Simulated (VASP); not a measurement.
LaHg2, 3 atoms in the cell. It takes space group P-3m1 (No. 164, trigonal). The conventional cell has a = 4.960 Å, b = 4.960 Å, c = 3.650 Å, α = 90.00°, β = 90.00°, γ = 120.00°. Within 4.3 Å of La (site symmetry -3m) lie 12 Hg at 3.30 to 3.50 Å and 2 La at 3.65 Å. Hg (site symmetry 3m) has 5 Hg at 2.89 to 3.65 Å and 6 La at 3.30 to 3.50 Å within 3.8 Å. 

| Item | Value |
| --- | --- |
| Program | VASP 6.6.1 |
| Task | single point |
| Functional | LDA |
| Potentials or basis | VASP PAW LDA potentials, release 64 (La, Hg) |
| Cutoff | 520 eV |
| k mesh | 4 × 4 × 5 |
| Occupations | fermi-dirac, width 0.15 eV |
| Spin | no spin polarisation |
| Dipole correction | no |
| Further INCAR settings | ALGO = Normal; EDIFF = 1e-06; NBANDS = 24 |

Potentials or basis: VASP PAW LDA potentials, release 64 (La, Hg).

Launch:

```sh
$ cat potpaw_LDA.64/La/POTCAR potpaw_LDA.64/Hg/POTCAR > POTCAR
$ mpirun -np 1 vasp_std > vasp.out
```

Hardware: 1 thread of Intel(R) Xeon(R) Platinum 8488C (Sapphire Rapids), with other jobs on the host.

Task: How long does it take, and how much memory?

Result: Wall time 21 s on 1 thread of Intel(R) Xeon(R) Platinum 8488C (Sapphire Rapids), on a shared host, peak memory 0.18 GiB. Counts: scf iterations 14, k points 14.
